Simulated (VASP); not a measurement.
CoBi (rocksalt type), 2 atoms in the cell. Symmetry: Fm-3m, No. 225, cubic system. The conventional cell has a = 5.309 Å, b = 5.309 Å, c = 5.309 Å, α = 90.00°, β = 90.00°, γ = 90.00°. Co (site symmetry m-3m) has 6 Bi at 2.65 Å within 3.5 Å. Bi (site symmetry m-3m) has 6 Co at 2.65 Å within 3.5 Å. 

* Program: VASP 6.6.1
* Task: electric field gradients
* Functional: PBE
* Potentials or basis: VASP PAW PBE potentials, release 64 (Co, Bi_d)
* Cutoff: 520 eV
* k mesh: 13 × 13 × 13
* Occupations: fermi-dirac, width 0.05 eV
* Spin: collinear spin, ferromagnetic start
* Starting moments: [2.0, 0.0] μB
* Dipole correction: no
* Further INCAR settings: ALGO = Normal; EDIFF = 1e-08; NBANDS = 23

Potentials or basis: VASP PAW PBE potentials, release 64 (Co, Bi_d).

The run is started by

```sh
$ cat potpaw_PBE.64/Co/POTCAR potpaw_PBE.64/Bi_d/POTCAR > POTCAR
$ mpirun -np 1 vasp_std > vasp.out
```

Hardware: 1 thread of AMD EPYC 9R45 (Zen 5), on a shared host.

How long does it take, and how much memory?

Run time: 72 s on 1 thread of AMD EPYC 9R45 (Zen 5), on a shared host, peak memory 0.22 GiB. Counts: scf iterations 18, k points 84.
